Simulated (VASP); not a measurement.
Ir:

```
Ir
1.0
     0.00000    1.90559    1.90559
     1.90559    0.00000    1.90559
     1.90559    1.90559    0.00000
Ir
1
Direct
  0.00000 0.00000 0.00000
```

Base run:

- Program: VASP 6.6.1
- Functional: PBEsol
- Dispersion: D4
- Potentials or basis: VASP PAW PBE potentials, release 64 (Ir_sv_GW)
- Cutoff: 500 eV
- k mesh: 12 × 12 × 12
- Occupations: fermi-dirac, width 0.05 eV
- Spin: no spin polarisation

Its results: pressure -3.3 GPa.

The run is repeated on the same cell with these changes: potentials or basis from VASP PAW PBE potentials, release 64 (Ir_sv_GW) to VASP PAW PBE potentials, release 64 (Ir); cutoff from 500 eV to 520 eV; further incar settings from ALGO = Normal; EDIFF = 1e-06; NBANDS = 14 to ALGO = Normal; EDIFF = 1e-06; NBANDS = 10; valence electrons from 17 to 9. What comes out?

Pressure 1.1 GPa.

Caveats: the PAW data sets were made with another functional, which shifts forces and pressure a little; pairwise dispersion overbinds metals, which lowers pressure and volume.
